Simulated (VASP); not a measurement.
A run of VASP 6.6.1:

File INCAR:

```
PREC     = Accurate       # precision mode
ENCUT    = 520            # plane-wave cutoff, eV
EDIFF    = 1E-7           # SCF threshold, eV
ISMEAR   = -1             # smearing method
SIGMA    = 0.05           # smearing width, eV
LREAL    = False          # projectors in reciprocal space
LASPH    = True           # aspherical terms in the spheres
NELM     = 60             # most SCF steps
ALGO     = Normal         # electronic algorithm
ISIF     = 2              # what is computed and relaxed
LWAVE    = False          # write WAVECAR
LCHARG   = False          # write CHGCAR
GGA      = CA             # functional
NBANDS   = 20             # bands
```

The input KPOINTS:

```
Automatic mesh
0
Gamma
  12 12 6
```

The input POSCAR:

```
Nb
1.0
    2.9563926124      0.0000000000      0.0000000000
   -1.4781963062      2.5603111058      0.0000000000
    0.0000000000      0.0000000000      4.7893560320
Nb
2
Direct
    0.3333333333      0.6666666667      0.2500000000
    0.6666666667      0.3333333333      0.7500000000
```

Potentials or basis: VASP PAW LDA potentials, release 64 (Nb_sv).

Launch:

```bash
$ cat potpaw_LDA.64/Nb_sv/POTCAR > POTCAR
$ mpirun -np 1 vasp_std > vasp.out
```

Hardware: 1 thread of Intel(R) Xeon(R) Platinum 8259CL CPU @ 2.50GHz (Skylake/Cascade Lake), on a shared host.

Question: Estimate the wall time of this run.

Answer: Run time: 30 s on 1 thread of Intel(R) Xeon(R) Platinum 8259CL CPU @ 2.50GHz (Skylake/Cascade Lake), on a shared host, peak memory 0.16 GiB. Counts: scf iterations 12, k points 76.
